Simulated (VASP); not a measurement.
Runs of VASP 6.6.1 on ZnS. The structure is that of space group P4_2/mmc (No. 131), or close to it. The cells are those of the table. 

| task | cell | k mesh | cutoff (eV) | gap on the mesh (eV) | pressure (GPa) | relaxed volume (Å³/atom) |
| --- | --- | --- | --- | --- | --- | --- |
| relaxation of cell and atoms | relaxed from a = 3.998, b = 3.998, c = 5.653 Å, 4 atoms | 4 × 4 × 4 | 600 | 0.06 | 0.0 | (a) |
| single point | a = 3.677, b = 3.677, c = 6.033 Å, 4 atoms | 4 × 4 × 4 | 520 | 0.06 | 0.1 | - |
| single point | a = 3.677, b = 3.677, c = 6.033 Å, 4 atoms | 6 × 6 × 4 | 520 | 0.07 | 0.0 | - |
| single point | a = 3.666, b = 3.666, c = 6.049 Å, 4 atoms | 12 × 12 × 8 | 520 | 0.04 | 0.1 | - |
| relaxation of cell and atoms | relaxed from a = 3.677, b = 3.677, c = 6.033 Å, 4 atoms | 6 × 6 × 4 | 600 | 0.07 | 0.0 | 20.39 |

Alike in all rows: level PBE; potentials or basis VASP PAW PBE potentials, release 64 (Zn, S); no spin polarisation; smearing gaussian 0.1 eV.

Task: Fill in the values left out.

Result: (a) 20.43.

Caveats: some runs use coarse meshes; the smearing spreads over this small gap; semilocal functionals underestimate gaps, and a narrow one can read as zero.

A k mesh can miss the band edges.
